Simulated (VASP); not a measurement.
# Ta2Si2O in VASP: a series of runs

Ta2Si2O is run at these levels: PBE; tasks: single point.

All numbers are computed with VASP 6.6.1; they aren't measurements. Logs are shortened: lines on timing, memory, paths and dates and some standing lists are left out, and cuts for length are marked.

### 1 The cell of the first run

The cell holds a sheet with vacuum, 5 atoms: a = 4.160 Å, b = 4.160 Å, c = 32.349 Å, α = 90.00°, β = 90.00°, γ = 90.00°.

### 2 Single point, PBE

INCAR

```
SYSTEM = Ta2Si2O
PREC = Accurate
ENCUT = 520
EDIFF = 1E-7
ISMEAR = 0
SIGMA = 0.1
LREAL = .False.
LASPH = .True.
NELM = 100
ALGO = Normal
ISIF = 2
LWAVE = .False.
LCHARG = .False.
LDIPOL = .True.
IDIPOL = 3
DIPOL = 0.5 0.5 0.294
GGA = PE
NBANDS = 26
```

KPOINTS

```
regular mesh
0
Gamma
  4 4 1
  0 0 0
```

POSCAR

```
Ta2Si2O
1.0
    4.1597695932      0.0000000000      0.0000000000
    0.0000000000      4.1597695932      0.0000000000
    0.0000000000      0.0000000000     32.3490036400
Ta Si O
2 2 1
Direct
    0.0000000000      0.5000000000      0.2936721052
    0.5000000000      0.0000000000      0.2936721052
    0.0000000000      0.0000000000      0.3451503874
    0.0000000000      0.0000000000      0.2421938230
    0.5000000000      0.5000000000      0.2936721052
```

Potentials or basis: VASP PAW PBE potentials, release 64 (Ta_pv, Si, O).

Command:

```bash
cat potpaw_PBE.64/Ta_pv/POTCAR potpaw_PBE.64/Si/POTCAR potpaw_PBE.64/O/POTCAR > POTCAR
mpirun -np 1 vasp_std > vasp.out
```

OUTCAR:

```text
SYSTEM = Ta2Si2O
   PREC = Accurate
   ENCUT = 520
   EDIFF = 1E-7
   ISMEAR = 0
   LREAL = .False.
   LASPH = .True.
   NELM = 100
   ISIF = 2
   GGA = PE

 ion  position               nearest neighbor table
   1  0.000  0.500  0.294-   5 2.08   5 2.08   3 2.66   3 2.66   4 2.66   4 2.66   2 2.94   2 2.94
                             2 2.94   2 2.94
   2  0.500  0.000  0.294-   5 2.08   5 2.08   3 2.66   3 2.66   4 2.66   4 2.66   1 2.94   1 2.94
                             1 2.94   1 2.94
   3  0.000  0.000  0.345-   1 2.66   2 2.66   1 2.66   2 2.66
   4  0.000  0.000  0.242-   1 2.66   2 2.66   1 2.66   2 2.66
   5  0.500  0.500  0.294-   1 2.08   2 2.08   2 2.08   1 2.08

  LATTYP: Found a simple tetragonal cell.
 ALAT       =     4.1597695932
 C/A-ratio  =     7.7766335166

  Lattice vectors:

 A1 = (   4.1597695932,   0.0000000000,   0.0000000000)
 A2 = (   0.0000000000,   4.1597695932,   0.0000000000)
 A3 = (   0.0000000000,   0.0000000000,  32.3490036400)

Analysis of symmetry for initial positions (statically):
=====================================================================
 Subroutine PRICEL returns:
 Original cell was already a primitive cell.

 Routine SETGRP: Setting up the symmetry group for a
 simple tetragonal supercell.

 Subroutine GETGRP returns: Found 16 space group operations
 (whereof  8 operations were pure point group operations)
 out of a pool of 16 trial point group operations.

The static configuration has the point symmetry C_4v.
 The point group associated with its full space group is D_4h.

Analysis of symmetry for dynamics (positions and initial velocities):
=====================================================================
 Subroutine PRICEL returns:
 Original cell was already a primitive cell.

 Routine SETGRP: Setting up the symmetry group for a
 simple tetragonal supercell.

 Subroutine GETGRP returns: Found 16 space group operations
 (whereof  8 operations were pure point group operations)
 out of a pool of 16 trial point group operations.

The dynamic configuration has the point symmetry C_4v.
 The point group associated with its full space group is D_4h.

 Subroutine INISYM returns: Found 16 space group operations
 (whereof  8 operations are pure point group operations),
 and found     1 'primitive' translations

----------------------------------------------------------------------------------------

                                     Primitive cell

  volume of cell :     559.7569
[... 85 lines left out ...]
   TEBEG  =    0.0;   TEEND  =   0.0 temperature during run
   PSTRESS=    0.0 pullay stress
   NELECT =      36.0000    total number of electrons
   NUPDOWN=      -1.0000    fix difference up-down
   EMIN   =  10.00;   EMAX   =-10.00  energy-range for DOS
   EFERMI =   0.00;   METHOD = LEGACY
   ISMEAR =     0;   SIGMA  =   0.10  broadening in eV -4-tet -1-fermi 0-gaus
   EFERMI_NEDOS =   21; number of points for ismear=-14 and -15
   IALGO  =     38    algorithm
   IMIX   =      4    mixing-type and parameters
     AMIX     =   0.40;   BMIX     =  1.00
     AMIX_MAG =   1.60;   BMIX_MAG =  1.00
  volume/ion in A,a.u.               =     111.95       755.49
  Fermi-wavevector in a.u.,A,eV,Ry     =   0.655907  1.239485  5.853423  0.430214
  Thomas-Fermi vector in A             =   1.726932
   LORBIT       =      0    0 simple, 1 ext, 2 COOP (PROOUT), +10 PAW based schemes
   GGA     = PE    functional components
   LHFCALC =     F    Hartree Fock is set to
   AEXX    =    0.0000 exact exchange contribution
   IVDW    =     0    specifies the selected vdW correction
   LEPSILON=     F    determine dielectric tensor
   LRPA    =     F    only Hartree local field effects (RPA)
 non-spin polarized calculation
 Gauss-broadening in eV      SIGMA  =   0.10
  energy-cutoff  :      520.00
  volume of cell :      559.76
 maximum number of plane-waves:     15084
 NGX is ok and might be reduce to    32
   NGX = 15   NGY = 15   NGZ =121

 dipolmoment           0.000000      0.000000      0.000000 electrons x Angstroem

 number of electron      36.0000006 magnetization

 dipolmoment           0.000000      0.000000     -0.000000 electrons x Angstroem

 Free energy of the ion-electron system (eV)
  ---------------------------------------------------
  ext. energy  EPLUGINS =         0.00000000
  ---------------------------------------------------
  free energy    TOTEN  =       -40.57617607 eV

  energy without entropy =      -40.56007985  energy(sigma->0) =      -40.56812796

 E-fermi :  -3.0039     XC(G=0):  -2.1525

 val. band max:       -3.0089333154   @ k =   0.5000   0.2500   0.0000
 cond. band min:      -2.7399330869   @ k =   0.5000   0.0000   0.0000
 fundamental gap:      0.2690002286
 Fermi energy:        -3.0039003619

 k-point     1 :       0.0000    0.0000    0.0000
  band No.  band energies     occupation
      1     -38.5749      2.00000
      2     -38.5749      2.00000
      3     -38.2481      2.00000
      4     -38.1021      2.00000
      5     -37.7815      2.00000
      6     -37.7815      2.00000
[... 163 lines left out ...]
     25       1.5057      0.00000
     26       1.5057      0.00000

------------------------ aborting loop because EDIFF is reached ----------------------------------------

 vacuum level on the upper side and lower side of the slab       (xc-potential included)        -0.007        -0.007

  FORCE on cell =-STRESS in cart. coord.  units (eV):
  Direction    XX          YY          ZZ          XY          YZ          ZX
  --------------------------------------------------------------------------------------
  -------------------------------------------------------------------------------------
  Total        0.1510227      0.1510227     -0.0509271      0.0000000      0.0000000      0.0000000
  in kB        0.4322684      0.4322684     -0.1457673      0.0000000      0.0000000      0.0000000
  external PRESSURE =       0.2395898 kB  Pullay stress =       0.0000000 kB

 VOLUME and BASIS-vectors are now :
 -----------------------------------------------------------------------------
  energy-cutoff  :      520.00
  volume of cell :      559.76
      direct lattice vectors                 reciprocal lattice vectors
     4.159769593  0.000000000  0.000000000     0.240397930  0.000000000  0.000000000
     0.000000000  4.159769593  0.000000000     0.000000000  0.240397930  0.000000000
     0.000000000  0.000000000 32.349003640     0.000000000  0.000000000  0.030912853

 POSITION                                       TOTAL-FORCE (eV/Angst)
 -----------------------------------------------------------------------------------
      0.00000      2.07988      9.50000         0.000000     -0.000000      0.000000
      2.07988      0.00000      9.50000         0.000000      0.000000      0.000000
      0.00000      0.00000     11.16527         0.000000      0.000000     -0.003954
      0.00000      0.00000      7.83473         0.000000      0.000000      0.003954
      2.07988      2.07988      9.50000         0.000000      0.000000     -0.000000
 -----------------------------------------------------------------------------------
    total drift:                                0.000000      0.000000     -0.000048

  FREE ENERGIE OF THE ION-ELECTRON SYSTEM (eV)
  ---------------------------------------------------
  free  energy   TOTEN  =       -40.5761760739 eV

  energy  without entropy=      -40.5600798496  energy(sigma->0) =      -40.56812796

 vacuum level on the upper side and lower side of the slab         1.616         1.616
```

OSZICAR:

```text
N       E                     dE             d eps       ncg     rms          rms(c)
DAV:   1     0.223579670812E+03    0.22358E+03   -0.15672E+04   408   0.983E+02
DAV:   2    -0.116640536467E+02   -0.23524E+03   -0.22918E+03   436   0.205E+02
DAV:   3    -0.430171050969E+02   -0.31353E+02   -0.30853E+02   432   0.700E+01
[... 18 lines left out ...]
DAV:  22    -0.405761740631E+02   -0.14544E-05   -0.31089E-08   276   0.428E-04    0.112E-04
DAV:  23    -0.405761755544E+02   -0.14913E-05   -0.36415E-08   248   0.390E-04    0.119E-04
DAV:  24    -0.405761757398E+02   -0.18548E-06   -0.10568E-09   242   0.134E-04    0.453E-05
DAV:  25    -0.405761760229E+02   -0.28304E-06   -0.10793E-09   218   0.171E-04    0.573E-05
DAV:  26    -0.405761760739E+02   -0.51000E-07    0.93729E-10   198   0.949E-05
   1 F= -.40576176E+02 E0= -.40568128E+02  d E =-.160962E-01
```

stdout:

```text
POSCAR found type information on POSCAR TaSiO
 POSCAR found :  3 types and       5 ions
 scaLAPACK will be used
 LDA part: xc-table for (Slater+PW92), standard interpolation
 POSCAR, INCAR and KPOINTS ok, starting setup
 FFT: planning ... GRIDC
 FFT: planning ... GRID_SOFT
 FFT: planning ... GRID
 WAVECAR not read
 entering main loop
```

It took 4.7 min on 1 thread of Intel Xeon 8259CL, shared host; peak memory 0.59 GiB.

What came out:

```yaml
Free_energy: -40.5762 eV
Largest_force: 0.004 eV/Å
Band_gap_on_the_k_mesh: zero (band 18 reaches -2.30 eV, above the bottom of band 19 at -3.60 eV)
```

Forces in eV/Å, atoms in the order of the input:
```
Ta   0.000  0.000  0.000
Ta   0.000  0.000  0.000
Si   0.000  0.000 -0.004
Si   0.000  0.000  0.004
O    0.000  0.000  0.000
```

Levels at points of the mesh, in eV from the Fermi level:
```csv
k point,band 15,band 16,band 17,band 18,band 19,band 20,band 21,band 22
"(0.00, 0.00, 0.00)",-3.03,-3.03,0.28,0.50,0.50,0.77,0.94,1.50
"(0.50, 0.00, 0.00)",-2.25,-1.84,-0.94,-0.37,-0.11,0.26,0.89,1.23
"(0.50, 0.50, 0.00)",-0.88,-0.88,-0.75,-0.60,-0.60,-0.42,1.39,1.90
```

Caveat: the k points lie up to 0.38 Å⁻¹ apart; spin-orbit coupling is left out, which moves the levels of the heavy elements.

### 3 Single point, PBE, collinear spin, ferromagnetic start

This run uses another cell than the first one, of 63.26 Å³/atom, 0.565 times its volume.

INCAR

```
SYSTEM = Ta2Si2O
PREC = Accurate
ENCUT = 520
EDIFF = 1E-6
ISMEAR = 0
SIGMA = 0.1
LREAL = .FALSE.
LASPH = .TRUE.
NELM = 150
ALGO = Normal
ISIF = 2
LWAVE = .FALSE.
LCHARG = .FALSE.
ISPIN = 2
MAGMOM = 1 1 0 0 0
LORBIT = 11
LMAXMIX = 4
LDIPOL = .TRUE.
IDIPOL = 3
DIPOL = 0.5 0.5 0.500
GGA = PE
NBANDS = 30
```

KPOINTS

```
regular mesh
0
G
  4 4 1
  0 0 0
```

POSCAR

```
Ta2Si2O
1.0
    4.0802669100      0.0000000000      0.0000000000
    0.0000000000      4.0802669100      0.0000000000
    0.0000000000      0.0000000000     19.0000000000
Ta Si O
2 2 1
Direct
    0.0000000000      0.5000000000      0.5000000000
    0.5000000000      0.0000000000      0.5000000000
    0.0000000000      0.0000000000      0.6124868900
    0.0000000000      0.0000000000      0.3875131100
    0.5000000000      0.5000000000      0.5000000000
```

Potentials or basis: VASP PAW PBE potentials, release 64 (Ta_pv, Si, O).

Command:

```bash
cat potpaw_PBE.64/Ta_pv/POTCAR potpaw_PBE.64/Si/POTCAR potpaw_PBE.64/O/POTCAR > POTCAR
mpirun -np 1 vasp_std > vasp.out
```

OUTCAR:

```text
SYSTEM = Ta2Si2O
   PREC = Accurate
   ENCUT = 520
   EDIFF = 1E-6
   ISMEAR = 0
   LREAL = .FALSE.
   LASPH = .TRUE.
   NELM = 150
   ISIF = 2
   ISPIN = 2
   LORBIT = 11
   GGA = PE

 ion  position               nearest neighbor table
   1  0.000  0.500  0.500-   5 2.04   5 2.04   2 2.89   2 2.89   2 2.89   2 2.89   4 2.95   3 2.95
                             4 2.95   3 2.95
   2  0.500  0.000  0.500-   5 2.04   5 2.04   1 2.89   1 2.89   1 2.89   1 2.89   4 2.95   3 2.95
                             4 2.95   3 2.95
   3  0.000  0.000  0.612-   1 2.95   2 2.95   1 2.95   2 2.95
   4  0.000  0.000  0.388-   1 2.95   2 2.95   1 2.95   2 2.95
   5  0.500  0.500  0.500-   1 2.04   2 2.04   2 2.04   1 2.04

  LATTYP: Found a simple tetragonal cell.
 ALAT       =     4.0802669100
 C/A-ratio  =     4.6565581172

  Lattice vectors:

 A1 = (   4.0802669100,   0.0000000000,   0.0000000000)
 A2 = (   0.0000000000,   4.0802669100,   0.0000000000)
 A3 = (   0.0000000000,   0.0000000000,  19.0000000000)

Analysis of symmetry for initial positions (statically):
=====================================================================
 Subroutine PRICEL returns:
 Original cell was already a primitive cell.

 Routine SETGRP: Setting up the symmetry group for a
 simple tetragonal supercell.

 Subroutine GETGRP returns: Found 16 space group operations
 (whereof 16 operations were pure point group operations)
[... 589 lines left out ...]
  external PRESSURE =     -20.8217084 kB  Pullay stress =       0.0000000 kB

 VOLUME and BASIS-vectors are now :
 -----------------------------------------------------------------------------
  energy-cutoff  :      520.00
  volume of cell :      316.32
      direct lattice vectors                 reciprocal lattice vectors
     4.080266910  0.000000000  0.000000000     0.245082006  0.000000000  0.000000000
     0.000000000  4.080266910  0.000000000     0.000000000  0.245082006  0.000000000
     0.000000000  0.000000000 19.000000000     0.000000000  0.000000000  0.052631579

 POSITION                                       TOTAL-FORCE (eV/Angst)
 -----------------------------------------------------------------------------------
      0.00000      2.04013      9.50000         0.000000      0.000000      0.000000
      2.04013      0.00000      9.50000         0.000000      0.000000      0.000000
      0.00000      0.00000     11.63725         0.000000      0.000000     -2.549720
      0.00000      0.00000      7.36275         0.000000      0.000000      2.549720
      2.04013      2.04013      9.50000         0.000000      0.000000      0.000000
 -----------------------------------------------------------------------------------
    total drift:                                0.000000      0.000000      0.000000

  FREE ENERGIE OF THE ION-ELECTRON SYSTEM (eV)
  ---------------------------------------------------
  free  energy   TOTEN  =       -39.2155714854 eV

  energy  without entropy=      -39.1939121413  energy(sigma->0) =      -39.20474181

 vacuum level on the upper side and lower side of the slab         2.904         2.904

 total charge

# of ion       s       p       d       tot
------------------------------------------
    1        0.325   6.165   2.320   8.810
    2        0.325   6.165   2.320   8.810
    3        0.868   0.657   0.000   1.525
    4        0.868   0.657   0.000   1.525
    5        1.566   3.556   0.000   5.122
--------------------------------------------------
tot          3.952  17.200   4.640  25.792

 magnetization (x)

# of ion       s       p       d       tot
------------------------------------------
    1        0.000   0.000   0.000   0.000
    2        0.000   0.000   0.000   0.000
    3       -0.000  -0.000   0.000  -0.000
    4       -0.000  -0.000   0.000  -0.000
    5        0.000   0.000   0.000   0.000
--------------------------------------------------
tot          0.000   0.000   0.000   0.000
```

stdout:

```text
POSCAR found type information on POSCAR TaSiO
 POSCAR found :  3 types and       5 ions
 scaLAPACK will be used
 LDA part: xc-table for (Slater+PW92), standard interpolation
 POSCAR, INCAR and KPOINTS ok, starting setup
 FFT: planning ... GRIDC
 FFT: planning ... GRID_SOFT
 FFT: planning ... GRID
 WAVECAR not read
 entering main loop
```

Wall time 5.9 min (1 thread of Intel Xeon 8259CL, shared host); peak memory 0.5 GiB.

What came out:

| Quantity | Value |
| --- | --- |
| Free energy | -39.2156 eV |
| Largest force | 2.550 eV/Å |
| Band gap on the k mesh | zero (filled and empty bands overlap) |
| Net moment | 0.00 μB per cell |
| Valence electrons inside the program's atomic spheres | Ta 8.81; Si 1.52; O 5.12 |

Forces on the atoms (eV/Å):
```
Ta   0.000  0.000  0.000
Ta   0.000  0.000  0.000
Si   0.000  0.000 -2.550
Si   0.000  0.000  2.550
O    0.000  0.000  0.000
```

Caveat: the k points lie up to 0.38 Å⁻¹ apart; spin-orbit coupling is left out, which moves the levels of the heavy elements.
